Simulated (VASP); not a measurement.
# BaS (F-43m) in VASP: a series of runs

The runs below take BaS through single point, with PBE, LDA.

All numbers are computed with VASP 6.6.1; they aren't measurements. Logs are shortened: lines on timing, memory, paths and dates and some standing lists are left out, and cuts for length are marked.

## 1. The cell of the first run

The structure is cubic, space group F-43m (No. 216). Conventional cell: a = 7.039 Å, b = 7.039 Å, c = 7.039 Å, α = 90.00°, β = 90.00°, γ = 90.00°. Ba (site symmetry -43m) has 4 S at 3.05 Å within 4.0 Å. Within 4.0 Å of S (site symmetry -43m) lie 4 Ba at 3.05 Å.

## 2. Single point, PBE

Input file INCAR:

```
SYSTEM = BaS
ALGO = Normal
EDIFF = 1E-6
ENCUT = 520
GGA = PE
ISIF = 2
ISMEAR = 0
LASPH = .TRUE.
LCHARG = .TRUE.
LELF = .TRUE.
LREAL = .FALSE.
LVHAR = .TRUE.
LWAVE = .FALSE.
NBANDS = 15
NELM = 60
PREC = Accurate
SIGMA = 0.01
```

Input file KPOINTS:

```
k-points
0
G
  4 4 4
  0 0 0
```

Input file POSCAR:

```
BaS
1.0
    0.0000000000      3.5194117709      3.5194117709
    3.5194117709      0.0000000000      3.5194117709
    3.5194117709      3.5194117709      0.0000000000
Ba S
1 1
Direct
    0.0000000000      0.0000000000      0.0000000000
    0.2500000000      0.2500000000      0.2500000000
```

Potentials or basis: VASP PAW PBE potentials, release 64 (Ba_sv, S).

Command:

```bash
cat potpaw_PBE.64/Ba_sv/POTCAR potpaw_PBE.64/S/POTCAR > POTCAR
mpirun -np 1 vasp_std > vasp.out
```

OUTCAR:

```text
SYSTEM = BaS
   EDIFF = 1E-6
   ENCUT = 520
   GGA = PE
   ISIF = 2
   ISMEAR = 0
   LASPH = .TRUE.
   LREAL = .FALSE.
   NELM = 60
   PREC = Accurate

 ion  position               nearest neighbor table
   1  0.000  0.000  0.000-   2 3.05   2 3.05   2 3.05   2 3.05
   2  0.250  0.250  0.250-   1 3.05   1 3.05   1 3.05   1 3.05

  LATTYP: Found a face centered cubic cell.
 ALAT       =     7.0388235418

  Lattice vectors:

 A1 = (   0.0000000000,   3.5194117709,   3.5194117709)
 A2 = (   3.5194117709,   0.0000000000,   3.5194117709)
 A3 = (   3.5194117709,   3.5194117709,   0.0000000000)

Analysis of symmetry for initial positions (statically):
=====================================================================
 Subroutine PRICEL returns:
 Original cell was already a primitive cell.

 Routine SETGRP: Setting up the symmetry group for a
 face centered cubic supercell.

 Subroutine GETGRP returns: Found 24 space group operations
 (whereof 24 operations were pure point group operations)
 out of a pool of 48 trial point group operations.

The static configuration has the point symmetry T_d .

Analysis of symmetry for dynamics (positions and initial velocities):
=====================================================================
 Subroutine PRICEL returns:
 Original cell was already a primitive cell.

 Routine SETGRP: Setting up the symmetry group for a
 face centered cubic supercell.

 Subroutine GETGRP returns: Found 24 space group operations
 (whereof 24 operations were pure point group operations)
 out of a pool of 48 trial point group operations.

The dynamic configuration has the point symmetry T_d .

 Subroutine INISYM returns: Found 24 space group operations
 (whereof 24 operations are pure point group operations),
 and found     1 'primitive' translations

----------------------------------------------------------------------------------------

                                     Primitive cell

  volume of cell :      87.1847

  direct lattice vectors                    reciprocal lattice vectors
     0.000000000  3.519411771  3.519411771    -0.142069196  0.142069196  0.142069196
     3.519411771  0.000000000  3.519411771     0.142069196 -0.142069196  0.142069196
     3.519411771  3.519411771  0.000000000     0.142069196  0.142069196 -0.142069196

  length of vectors
     4.977199858  4.977199858  4.977199858     0.246071065  0.246071065  0.246071065

  position of ions in fractional coordinates (direct lattice)
     0.000000000  0.000000000  0.000000000
     0.250000000  0.250000000  0.250000000

  ion indices of the primitive-cell ions
   primitive index   ion index
                 1           1
                 2           2

----------------------------------------------------------------------------------------

 KPOINTS: k-points

Automatic generation of k-mesh.
 Grid dimensions read from file:
 generate k-points for:    4    4    4

 Generating k-lattice:

  Cartesian coordinates                     Fractional coordinates (reciprocal lattice)
    -0.035517299  0.035517299  0.035517299     0.250000000  0.000000000  0.000000000
     0.035517299 -0.035517299  0.035517299     0.000000000  0.250000000  0.000000000
     0.035517299  0.035517299 -0.035517299     0.000000000  0.000000000  0.250000000

  Length of vectors
     0.061517766  0.061517766  0.061517766

  Shift w.r.t. Gamma in fractional coordinates (k-lattice)
     0.000000000  0.000000000  0.000000000

 Subroutine IBZKPT returns following result:
 ===========================================

 Found      8 irreducible k-points:

 Following reciprocal coordinates:
            Coordinates               Weight
  0.000000  0.000000  0.000000      1.000000
  0.250000  0.000000  0.000000      8.000000
  0.500000  0.000000  0.000000      4.000000
  0.250000  0.250000  0.000000      6.000000
  0.500000  0.250000  0.000000     24.000000
 -0.250000  0.250000  0.000000     12.000000
  0.500000  0.500000  0.000000      3.000000
 -0.250000  0.500000  0.250000      6.000000
   k-points           NKPTS =      8   k-points in BZ     NKDIM =      8   number of bands    NBANDS=     15
   number of dos      NEDOS =    301   number of ions     NIONS =      2
   total plane-waves  NPLWV =  64000
   dimension x,y,z NGX =    40 NGY =   40 NGZ =   40
   dimension x,y,z NGXF=    80 NGYF=   80 NGZF=   80
   ions per type =               1   1
   NGX,Y,Z   is equivalent  to a cutoff of  13.36, 13.36, 13.36 a.u.
   NGXF,Y,Z  is equivalent  to a cutoff of  26.72, 26.72, 26.72 a.u.
 SYSTEM =  BaS
   PREC   = accura    normal or accurate (medium, high low for compatibility)
   ISTART =      0    job   : 0-new  1-cont  2-samecut
   ICHARG =      2    charge: 1-file 2-atom 10-const
   ISPIN  =      1    spin polarized calculation?
   LNONCOLLINEAR =      F non collinear calculations
   LSORBIT =      F    spin-orbit coupling
   LASPH  =      T    aspherical Exc in radial PAW
   ENCUT  =  520.0 eV  38.22 Ry    6.18 a.u.   9.25  9.25  9.25*2*pi/ulx,y,z
   NELM   =     60;   NELMIN=  2; NELMDL= -5     # of ELM steps
   EDIFF  = 0.1E-05   stopping-criterion for ELM
   LREAL  =      F    real-space projection
   EDIFFG = 0.1E-04   stopping-criterion for IOM
   NSW    =      0    number of steps for IOM
   IBRION =     -1    ionic relax: 0-MD 1-quasi-New 2-CG
   NFREE  =      0    steps in history (QN), initial steepest desc. (CG)
   ISIF   =      2    stress and relaxation
   ISYM   =      2    0-nonsym 1-usesym 2-fastsym
   POTIM  = 0.5000    time-step for ionic-motion
   TEBEG  =    0.0;   TEEND  =   0.0 temperature during run
   PSTRESS=    0.0 pullay stress
   NELECT =      16.0000    total number of electrons
   NUPDOWN=      -1.0000    fix difference up-down
   EMIN   =  10.00;   EMAX   =-10.00  energy-range for DOS
   EFERMI =   0.00;   METHOD = LEGACY
   ISMEAR =     0;   SIGMA  =   0.01  broadening in eV -4-tet -1-fermi 0-gaus
   EFERMI_NEDOS =   21; number of points for ismear=-14 and -15
   IALGO  =     38    algorithm
   IMIX   =      4    mixing-type and parameters
     AMIX     =   0.40;   BMIX     =  1.00
     AMIX_MAG =   1.60;   BMIX_MAG =  1.00
  volume/ion in A,a.u.               =      43.59       294.18
  Fermi-wavevector in a.u.,A,eV,Ry     =   0.930325  1.758060 11.775908  0.865505
  Thomas-Fermi vector in A             =   2.056702
   LORBIT       =      0    0 simple, 1 ext, 2 COOP (PROOUT), +10 PAW based schemes
   GGA     = PE    functional components
   LHFCALC =     F    Hartree Fock is set to
   AEXX    =    0.0000 exact exchange contribution
   IVDW    =     0    specifies the selected vdW correction
   LEPSILON=     F    determine dielectric tensor
   LRPA    =     F    only Hartree local field effects (RPA)
 non-spin polarized calculation
 Gauss-broadening in eV      SIGMA  =   0.01
  energy-cutoff  :      520.00
  volume of cell :       87.18
 maximum number of plane-waves:      2397
 NGX is ok and might be reduce to    40
   NGX = 19   NGY = 19   NGZ = 19

 number of electron      15.9999999 magnetization

 Free energy of the ion-electron system (eV)
  ---------------------------------------------------
  ext. energy  EPLUGINS =         0.00000000
  ---------------------------------------------------
  free energy    TOTEN  =        -9.73402442 eV

  energy without entropy =       -9.73402442  energy(sigma->0) =       -9.73402442

 E-fermi :  -0.1054     XC(G=0):  -7.1775

 val. band max:       -0.1754114879   @ k =  -0.2500   0.5000   0.2500
 cond. band min:       2.5873010269   @ k =   0.0000   0.0000   0.0000
 fundamental gap:      2.7627125148
 Fermi energy:        -0.1053823097

 k-point     1 :       0.0000    0.0000    0.0000
  band No.  band energies     occupation
      1     -26.2684      2.00000
      2     -11.4491      2.00000
      3     -11.4491      2.00000
      4     -11.4491      2.00000
      5     -10.0843      2.00000
      6      -0.8522      2.00000
      7      -0.8522      2.00000
      8      -0.8522      2.00000
      9       2.5873      0.00000
     10       4.8706      0.00000
     11       4.8706      0.00000
     12       6.7920      0.00000
     13       6.7920      0.00000
     14       6.7920      0.00000
     15       9.7936      0.00000

 k-point     2 :       0.2500    0.0000    0.0000
  band No.  band energies     occupation
      1     -26.2611      2.00000
      2     -11.8117      2.00000
      3     -11.4687      2.00000
      4     -11.4687      2.00000
      5      -9.7102      2.00000
      6      -0.9249      2.00000
      7      -0.7166      2.00000
      8      -0.7166      2.00000
      9       3.6713      0.00000
     10       4.6472      0.00000
     11       4.6472      0.00000
     12       6.2373      0.00000
     13       7.1706      0.00000
     14       7.1706      0.00000
     15       7.5861      0.00000

 k-point     3 :       0.5000    0.0000    0.0000
  band No.  band energies     occupation
      1     -26.2538      2.00000
      2     -12.0698      2.00000
      3     -11.4881      2.00000
      4     -11.4881      2.00000
      5      -9.4516      2.00000
      6      -0.7728      2.00000
      7      -0.5956      2.00000
      8      -0.5956      2.00000
      9       4.2666      0.00000
     10       5.0668      0.00000
     11       5.0668      0.00000
     12       5.2602      0.00000
     13       6.1972      0.00000
     14       6.1972      0.00000
     15       8.3693      0.00000
[... 55 lines left out ...]
 k-point     7 :       0.5000    0.5000    0.0000
  band No.  band energies     occupation
      1     -26.2490      2.00000
      2     -12.1530      2.00000
      3     -11.5457      2.00000
      4     -11.5457      2.00000
      5      -9.2665      2.00000
      6      -1.2532      2.00000
      7      -0.1824      2.00000
      8      -0.1824      2.00000
      9       3.2741      0.00000
     10       4.3817      0.00000
     11       6.1088      0.00000
     12       6.1088      0.00000
     13       6.1586      0.00000
     14       8.3051      0.00000
     15       8.5942      0.00000

 k-point     8 :      -0.2500    0.5000    0.2500
  band No.  band energies     occupation
      1     -26.2490      2.00000
      2     -12.1216      2.00000
      3     -11.5921      2.00000
      4     -11.5478      2.00000
      5      -9.2479      2.00000
      6      -0.7750      2.00000
      7      -0.6931      2.00000
      8      -0.1754      2.00000
      9       3.2326      0.00000
     10       4.1189      0.00000
     11       5.7232      0.00000
     12       6.1782      0.00000
     13       7.2168      0.00000
     14       8.3415      0.00000
     15       8.4672      0.00000

------------------------ aborting loop because EDIFF is reached ----------------------------------------

  FORCE on cell =-STRESS in cart. coord.  units (eV):
  Direction    XX          YY          ZZ          XY          YZ          ZX
  --------------------------------------------------------------------------------------
  -------------------------------------------------------------------------------------
  Total        0.2000733      0.2000733      0.2000733     -0.0000000      0.0000000     -0.0000000
  in kB        3.6767112      3.6767112      3.6767112     -0.0000000      0.0000000     -0.0000000
  external PRESSURE =       3.6767112 kB  Pullay stress =       0.0000000 kB

 VOLUME and BASIS-vectors are now :
 -----------------------------------------------------------------------------
  energy-cutoff  :      520.00
  volume of cell :       87.18
      direct lattice vectors                 reciprocal lattice vectors
     0.000000000  3.519411771  3.519411771    -0.142069196  0.142069196  0.142069196
     3.519411771  0.000000000  3.519411771     0.142069196 -0.142069196  0.142069196
     3.519411771  3.519411771  0.000000000     0.142069196  0.142069196 -0.142069196

 POSITION                                       TOTAL-FORCE (eV/Angst)
 -----------------------------------------------------------------------------------
      0.00000      0.00000      0.00000         0.000000      0.000000      0.000000
      1.75971      1.75971      1.75971        -0.000000     -0.000000     -0.000000
 -----------------------------------------------------------------------------------
    total drift:                                0.000000      0.000000      0.000000

  FREE ENERGIE OF THE ION-ELECTRON SYSTEM (eV)
  ---------------------------------------------------
  free  energy   TOTEN  =        -9.7340244152 eV

  energy  without entropy=       -9.7340244152  energy(sigma->0) =       -9.73402442
```

Wall time 14 s (1 thread of Intel Xeon 6975P-C (Granite Rapids), shared host); peak memory 0.23 GiB.

Results:

| Item | Value |
| --- | --- |
| Free energy | -9.7340 eV |
| Pressure | 0.4 GPa |
| Band gap on the k mesh | 2.76 eV, indirect (least direct gap 3.41 eV) |

Levels at points of the mesh, in eV from the valence-band top:
```
           k point  band 6  band 7  band 8  band 9  band 10  band 11
(0.00, 0.00, 0.00)   -0.68   -0.68   -0.68    2.76     5.05     5.05
(0.50, 0.00, 0.00)   -0.60   -0.42   -0.42    4.44     5.24     5.24
(0.50, 0.50, 0.00)   -1.08   -0.01   -0.01    3.45     4.56     6.28
```

Caveat: spin-orbit coupling is left out, which moves the levels of the heavy elements. A k mesh can miss the band edges.

## 3. Single point, PBE

Input file INCAR:

```
ALGO = Normal ; EDIFF = 1E-6
ENCUT = 520 ; GGA = PE
ISIF = 2 ; ISMEAR = 0
LASPH = True ; LCHARG = False
LREAL = False ; LWAVE = False
NBANDS = 15 ; NELM = 60
PREC = Accurate ; SIGMA = 0.01
```

Input file KPOINTS:

```
k-points
0
Gamma
  4 4 4
```

POSCAR is that of step 2.

Potentials or basis: VASP PAW PBE potentials, release 64 (Ba_sv, S).

Command:

```bash
cat potpaw_PBE.64/Ba_sv/POTCAR potpaw_PBE.64/S/POTCAR > POTCAR
mpirun -np 1 vasp_std > vasp.out
```

Run time: 15 s. Hardware: 1 thread of Intel Xeon 6975P-C (Granite Rapids), shared host; peak memory 0.23 GiB.

The run converged. Its results:

```yaml
Free_energy: -9.7340 eV
Pressure: 0.4 GPa
Band_gap_on_the_k_mesh: 2.76 eV, indirect (least direct gap 3.41 eV)
```

Levels at points of the mesh, in eV from the valence-band top:
| k point | band 6 | band 7 | band 8 | band 9 | band 10 | band 11 |
| --- | --- | --- | --- | --- | --- | --- |
| (0.00, 0.00, 0.00) | -0.68 | -0.68 | -0.68 | 2.76 | 5.05 | 5.05 |
| (0.50, 0.00, 0.00) | -0.60 | -0.42 | -0.42 | 4.44 | 5.24 | 5.24 |
| (0.50, 0.50, 0.00) | -1.08 | -0.01 | -0.01 | 3.45 | 4.56 | 6.28 |

Caveat: spin-orbit coupling is left out, which moves the levels of the heavy elements. A k mesh can miss the band edges.

## 4. Single point, LDA

Input file INCAR:

```
  PREC = Accurate
  ENCUT = 520
  EDIFF = 1E-6
  ISMEAR = 0
  SIGMA = 0.01
  LREAL = F
  LASPH = T
  NELM = 100
  ALGO = Normal
  ISIF = 2
  LWAVE = F
  LCHARG = F
  GGA = CA
  NBANDS = 15
```

Input file KPOINTS:

```
regular mesh
0
Gamma
  4 4 4
```

POSCAR is that of step 3.

Potentials or basis: VASP PAW LDA potentials, release 64 (Ba_sv, S).

Command:

```bash
cat potpaw_LDA.64/Ba_sv/POTCAR potpaw_LDA.64/S/POTCAR > POTCAR
mpirun -np 1 vasp_std > vasp.out
```

It took 9.1 s on 1 thread of Intel Xeon 6975P-C (Granite Rapids), shared host; peak memory 0.19 GiB.

The run converged. Its results:

```
Free energy            : -10.5106 eV
Pressure               : -1.6 GPa
Band gap on the k mesh : 2.44 eV, indirect (least direct gap 3.14 eV)
```

Levels at points of the mesh, in eV from the valence-band top:
```csv
k point,band 4,band 5,band 6,band 7,band 8,band 9,band 10,band 11,band 12,band 13
"(0.00, 0.00, 0.00)",-11.22,-9.86,-0.70,-0.70,-0.70,2.44,4.92,4.92,6.83,6.83
"(0.50, 0.00, 0.00)",-11.26,-9.21,-0.65,-0.43,-0.43,4.22,5.09,5.09,5.16,6.27
"(0.50, 0.50, 0.00)",-11.32,-9.02,-1.14,-0.01,-0.01,3.21,4.38,6.18,6.18,6.21
```

Caveat: spin-orbit coupling is left out, which moves the levels of the heavy elements. A k mesh can miss the band edges.
